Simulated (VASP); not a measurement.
# SrTiO3 (Pm-3m) in VASP: vibrations by perturbation theory with PBE

Aim: the vibrations by perturbation theory of SrTiO3 with PBE.

All numbers are computed with VASP 6.6.1; they aren't measurements. Logs are shortened: lines on timing, memory, paths and dates and some standing lists are left out, and cuts for length are marked.

**1. The cell of the first run**

It takes space group Pm-3m (No. 221, cubic). Conventional cell: a = 3.936 Å, b = 3.936 Å, c = 3.936 Å, α = 90.00°, β = 90.00°, γ = 90.00°. Within 3.7 Å of Sr (site symmetry m-3m) lie 12 O at 2.78 Å and 8 Ti at 3.41 Å. Ti (site symmetry m-3m) has 6 O at 1.97 Å within 2.6 Å. O (site symmetry 4/mmm) has 2 Ti at 1.97 Å within 2.6 Å.

**2. Vibrations by perturbation theory, PBE**

Input file INCAR:

```
PREC = Accurate
ENCUT = 520
EDIFF = 1E-8
ISMEAR = 0
SIGMA = 0.01
LREAL = False
LASPH = True
NELM = 100
ALGO = Normal
ISIF = 2
LWAVE = False
LCHARG = False
GGA = PE
IBRION = 8
NSW = 1
LEPSILON = True
```

Input file KPOINTS:

```
regular mesh
0
Gamma
  8 8 8
```

Input file POSCAR:

```
SrTiO3
1.0
    3.9364490185      0.0000000000      0.0000000000
    0.0000000000      3.9364490185      0.0000000000
    0.0000000000      0.0000000000      3.9364490185
Sr Ti O
1 1 3
Direct
    0.5000000000      0.5000000000      0.5000000000
    0.0000000000      0.0000000000      0.0000000000
    0.0000000000      0.0000000000      0.5000000000
    0.0000000000      0.5000000000      0.0000000000
    0.5000000000      0.0000000000      0.0000000000
```

Potentials or basis: VASP PAW PBE potentials, release 64 (Sr_sv, Ti_sv, O).

Run with:

```sh
> cat potpaw_PBE.64/Sr_sv/POTCAR potpaw_PBE.64/Ti_sv/POTCAR potpaw_PBE.64/O/POTCAR > POTCAR
> mpirun -np 1 vasp_std > vasp.out
```

OUTCAR:

```text
PREC = Accurate
   ENCUT = 520
   EDIFF = 1E-8
   ISMEAR = 0
   LREAL = False
   LASPH = True
   NELM = 100
   ISIF = 2
   GGA = PE
   IBRION = 8
   NSW = 1
   LEPSILON = True

 ion  position               nearest neighbor table
   1  0.500  0.500  0.500-   3 2.78   4 2.78   5 2.78   4 2.78   5 2.78   3 2.78   5 2.78   5 2.78
                             3 2.78   4 2.78   4 2.78   3 2.78   2 3.41   2 3.41   2 3.41   2 3.41
   2  0.000  0.000  0.000-   3 1.97   4 1.97   5 1.97   3 1.97   4 1.97   5 1.97   1 3.41   1 3.41
                             1 3.41   1 3.41   1 3.41   1 3.41   1 3.41   1 3.41
   3  0.000  0.000  0.500-   2 1.97   2 1.97   1 2.78   1 2.78   1 2.78   1 2.78
   4  0.000  0.500  0.000-   2 1.97   2 1.97   1 2.78   1 2.78   1 2.78   1 2.78
   5  0.500  0.000  0.000-   2 1.97   2 1.97   1 2.78   1 2.78   1 2.78   1 2.78

  LATTYP: Found a simple cubic cell.
 ALAT       =     3.9364490185

  Lattice vectors:

 A1 = (   3.9364490185,   0.0000000000,   0.0000000000)
 A2 = (   0.0000000000,   3.9364490185,   0.0000000000)
 A3 = (   0.0000000000,   0.0000000000,   3.9364490185)

Analysis of symmetry for initial positions (statically):
=====================================================================
 Subroutine PRICEL returns:
 Original cell was already a primitive cell.

 Routine SETGRP: Setting up the symmetry group for a
 simple cubic supercell.

 Subroutine GETGRP returns: Found 48 space group operations
 (whereof 48 operations were pure point group operations)
 out of a pool of 48 trial point group operations.

The static configuration has the point symmetry O_h .

[... 959 lines left out ...]
  x     0.00000     0.00000     0.00000     0.00000     0.00000     0.00000
  y     0.00000     0.00000     0.00000     0.00000     0.00000     0.00000
  z     0.00000     0.00000     0.00000     0.00000     0.00000     0.00000

 SECOND DERIVATIVES (NOT SYMMETRIZED)
 ------------------------------------
               1X          1Y          1Z          2X          2Y          2Z          3X          3Y          3Z          4X          4Y          4Z          5X          5Y          5Z
  1X    -3.385472   -0.000000    0.000000    2.851557   -0.000000   -0.000000   -0.298181    0.000000   -0.000000   -0.298181   -0.000000    0.000000    1.130278   -0.000000    0.000000
  1Y    -0.000000   -3.385472    0.000000   -0.000000    2.851557   -0.000000    0.000000   -0.298181   -0.000000   -0.000000    1.130278    0.000000   -0.000000   -0.298181    0.000000
  1Z    -0.000000   -0.000000   -3.385472   -0.000000   -0.000000    2.851557    0.000000    0.000000    1.130278   -0.000000    0.000000   -0.298181    0.000000   -0.000000   -0.298181
  2X     2.839514   -0.000000   -0.000000   -0.943001    0.000000   -0.000000   -0.014625    0.000000    0.000000   -0.014625   -0.000000    0.000000   -1.867263    0.000000    0.000000
  2Y     0.000000    2.839514   -0.000000    0.000000   -0.943001    0.000000    0.000000   -0.014625    0.000000    0.000000   -1.867263    0.000000    0.000000   -0.014625    0.000000
  2Z     0.000000    0.000000    2.839514    0.000000    0.000000   -0.943001    0.000000    0.000000   -1.867263   -0.000000   -0.000000   -0.014625   -0.000000   -0.000000   -0.014625
  3X    -0.297890    0.000000    0.000000   -0.034498    0.000000    0.000000   -4.103512    0.000000    0.000000   -0.899657    0.000000    0.000000    5.335558    0.000000    0.000000
  3Y     0.000000   -0.297890    0.000000    0.000000   -0.034498    0.000000    0.000000   -4.103512    0.000000    0.000000    5.335558    0.000000    0.000000   -0.899657    0.000000
  3Z    -0.000000    0.000000    1.127007    0.000000   -0.000000   -1.873991   -0.000000   -0.000000   -9.919591   -0.000000    0.000000    5.333287   -0.000000    0.000000    5.333287
  4X    -0.297890    0.000000    0.000000   -0.034498    0.000000    0.000000   -0.899657    0.000000    0.000000   -4.103512    0.000000    0.000000    5.335558    0.000000    0.000000
  4Y     0.000000    1.127007   -0.000000   -0.000000   -1.873991   -0.000000    0.000000    5.333287   -0.000000   -0.000000   -9.919591   -0.000000   -0.000000    5.333287    0.000000
  4Z     0.000000    0.000000   -0.297890    0.000000    0.000000   -0.034498    0.000000    0.000000    5.335558    0.000000    0.000000   -4.103512    0.000000    0.000000   -0.899657
  5X     1.127007    0.000000   -0.000000   -1.873991    0.000000   -0.000000    5.333287    0.000000   -0.000000    5.333287   -0.000000    0.000000   -9.919591   -0.000000    0.000000
  5Y     0.000000   -0.297890    0.000000    0.000000   -0.034498    0.000000    0.000000   -0.899657    0.000000    0.000000    5.335558    0.000000    0.000000   -4.103512    0.000000
  5Z     0.000000    0.000000   -0.297890    0.000000    0.000000   -0.034498    0.000000    0.000000    5.335558    0.000000    0.000000   -0.899657    0.000000    0.000000   -4.103512

 Eigenvectors and eigenvalues of the dynamical matrix
 ----------------------------------------------------

   1 f  =   15.369470 THz    96.569226 2PiTHz  512.670325 cm-1    63.562991 meV
             X         Y         Z           dx          dy          dz
      1.968225  1.968225  1.968225     0.020932    0.029459   -0.000000
      0.000000  0.000000  0.000000    -0.033967   -0.047805    0.000000
      0.000000  0.000000  1.968225     0.239127    0.336544    0.000000
      0.000000  1.968225  0.000000     0.239127   -0.659421   -0.000000
      1.968225  0.000000  0.000000    -0.468543    0.336544   -0.000000
[... 105 lines left out ...]
  15 f/i=    3.690834 THz    23.190195 2PiTHz  123.112974 cm-1    15.264056 meV
             X         Y         Z           dx          dy          dz
      1.968225  1.968225  1.968225     0.101708    0.099961   -0.106757
      0.000000  0.000000  0.000000     0.318729    0.313253   -0.334551
      0.000000  0.000000  1.968225    -0.258897   -0.254450    0.296866
      0.000000  1.968225  0.000000    -0.258897   -0.277967    0.271750
      1.968225  0.000000  0.000000    -0.282826   -0.254450    0.271750

--------------------------------------------------------------------------------------------------------

 MACROSCOPIC STATIC DIELECTRIC TENSOR IONIC CONTRIBUTION
 ------------------------------------------------------
           2.509452     0.000000     0.000000
           0.000000     2.509452    -0.000000
           0.000000    -0.000000     2.509452
 ------------------------------------------------------

 ELASTIC MODULI CONTR FROM IONIC RELAXATION (kBar)
 Direction    XX          YY          ZZ          XY          YZ          ZX
 --------------------------------------------------------------------------------
 XX           0.0000      0.0000      0.0000      0.0000      0.0000      0.0000
 YY           0.0000      0.0000      0.0000      0.0000      0.0000      0.0000
 ZZ           0.0000      0.0000      0.0000      0.0000      0.0000      0.0000
 XY           0.0000      0.0000      0.0000      0.0000      0.0000      0.0000
 YZ           0.0000      0.0000      0.0000      0.0000      0.0000      0.0000
 ZX           0.0000      0.0000      0.0000      0.0000      0.0000      0.0000
 --------------------------------------------------------------------------------

 PIEZOELECTRIC TENSOR IONIC CONTR  for field in x, y, z        (C/m^2)
          XX          YY          ZZ          XY          YZ          ZX
  --------------------------------------------------------------------------------
  x     0.00000     0.00000     0.00000     0.00000     0.00000     0.00000
  y     0.00000     0.00000     0.00000     0.00000     0.00000     0.00000
  z     0.00000     0.00000     0.00000     0.00000     0.00000     0.00000
```

OSZICAR:

```text
N       E                     dE             d eps       ncg     rms          rms(c)
DAV:   1     0.444300150835E+03    0.44430E+03   -0.21398E+04  1680   0.180E+03
DAV:   2    -0.961937936869E+01   -0.45392E+03   -0.44547E+03  2104   0.491E+02
DAV:   3    -0.482714824623E+02   -0.38652E+02   -0.38613E+02  1992   0.145E+02
[... 608 lines left out ...]
RMM:  17    -0.376749356234E+00   -0.18246E-07   -0.33680E-07  8353   0.118E-04    0.563E-06
RMM:  18    -0.376749354688E+00    0.15461E-08   -0.18317E-07  8205   0.792E-05    0.105E-05
RMM:  19    -0.376749394457E+00   -0.39769E-07   -0.13263E-07  7823   0.562E-05    0.445E-06
RMM:  20    -0.376749394172E+00    0.28485E-09   -0.10348E-07  8355   0.387E-05    0.277E-06
RMM:  21    -0.376749403302E+00   -0.91301E-08   -0.56280E-08  8002   0.273E-05    0.173E-06
 Linear response finished
```

Wall time 25 min (1 thread of Intel Xeon 6975P-C (Granite Rapids), shared host); peak memory 0.59 GiB.

What came out:

| Property | Result |
| --- | --- |
| Electronic dielectric tensor (diagonal) | 6.33 |
| Born charges (mean of the diagonal) | Sr +2.55; Ti +7.38; O -3.31 e |
| Highest phonon frequency at Γ, LO-TO splitting left out | 513 cm⁻¹ |
| Most unstable mode | 123i cm⁻¹ |

Phonon frequencies in cm⁻¹ (negative: imaginary):
```
              q point                                               frequencies
(0.000, 0.000, 0.000)  -123 -123 -123 1 1 1 148 148 148 233 233 233 513 513 513
```

Electronic dielectric tensor:
```
6.33 0.00 0.00
0.00 6.33 0.00
0.00 0.00 6.33
```

Born effective charge tensors (e):
atom 1, Sr
```
2.55 0.00 0.00
0.00 2.55 0.00
0.00 0.00 2.55
```
atom 2, Ti
```
7.38 0.00 0.00
0.00 7.38 0.00
0.00 0.00 7.38
```
atom 3, O
```
-2.03  0.00  0.00
 0.00 -2.03  0.00
 0.00  0.00 -5.87
```
atom 4, O
```
-2.03  0.00  0.00
 0.00 -5.87  0.00
 0.00  0.00 -2.03
```
atom 5, O
```
-5.87  0.00  0.00
 0.00 -2.03  0.00
 0.00  0.00 -2.03
```

Caveat: some modes are imaginary.
